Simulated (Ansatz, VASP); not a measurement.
Si2C in VASP and in Ansatz

The input INCAR:

```
PREC     = Accurate       # precision mode
ENCUT    = 520            # plane-wave cutoff, eV
EDIFF    = 1E-7           # SCF threshold, eV
ISMEAR   = -1             # smearing method
SIGMA    = 0.02           # smearing width, eV
LREAL    = F              # projectors in reciprocal space
LASPH    = T              # aspherical terms in the spheres
NELM     = 60             # most SCF steps
ALGO     = Normal         # electronic algorithm
ISIF     = 2              # what is computed and relaxed
LWAVE    = F              # write WAVECAR
LCHARG   = F              # write CHGCAR
GGA      = PS             # functional
ISYM     = 0            
NBANDS   = 21             # bands
```

File KPOINTS:

```
Automatic mesh
0
Gamma
  6 6 2
```

Contents of POSCAR:

```
Si2C
1.0
    3.2107992482      0.0000000000      0.0000000000
   -1.6053996241      2.7806337154      0.0000000000
    0.0000000000      0.0000000000      8.8447487905
C Si
2 4
Direct
    0.0000000000      0.0000000000      0.9076288133
    0.0000000000      0.0000000000      0.0923711867
    0.6666666667      0.3333333333      0.5710225381
    0.3333333333      0.6666666667      0.1646860694
    0.6666666667      0.3333333333      0.8353139306
    0.3333333333      0.6666666667      0.4289774619
```

Input for Ansatz:

```yaml
crystal:
  lattice:
    - [3.2107992482, 0.0, 0.0]
    - [-1.6053996241, 2.7806337154, 0.0]
    - [0.0, 0.0, 8.8447487905]
  atoms:
    - { symbol: C, position: [0.0, 0.0, 0.9076288133] }
    - { symbol: Si, position: [0.6666666667, 0.3333333333, 0.5710225381] }
    - { symbol: Si, position: [0.3333333333, 0.6666666667, 0.1646860694] }
    - { symbol: Si, position: [0.6666666667, 0.3333333333, 0.8353139306] }
    - { symbol: Si, position: [0.3333333333, 0.6666666667, 0.4289774619] }
    - { symbol: C, position: [0.0, 0.0, 0.0923711867] }
  symmetry: { detect: false }
kpoints:
  mp_grid: { grid: [6, 6, 2] }
hamiltonian:
  xc: pbesol
scf:
  occupations: { method: fermi_dirac, width: 0.02 }
  n_extra_bands: 5
output:
  forces: true
  stress: true
  eigenvalues: true
```

Alike in both runs: task single point; functional PBEsol; k mesh 6 × 6 × 2; occupations fermi-dirac, width 0.02 eV; no spin polarisation.

```csv
,VASP,Ansatz
version,VASP 6.6.1,Ansatz 0.2.0
potentials or method,"VASP PAW PBE potentials, release 64 (C, Si)",plane waves
plane-wave cutoff (eV),520,420
valence electrons in the cell,24,24
```

Ansatz gave:

```
pressure (GPa)                     : -1.2
rms of the force components (eV/Å) : 0.229
```

Problem. Which values does VASP return?

Solution. Pressure (GPa): -0.9; rms of the force components (eV/Å): 0.230.

VASP's potentials were made for PBE, not for PBEsol. The functional is the same, so the differences come from potentials, cutoffs and numerics.

The k mesh is coarse, so the values compare programs but aren't converged.
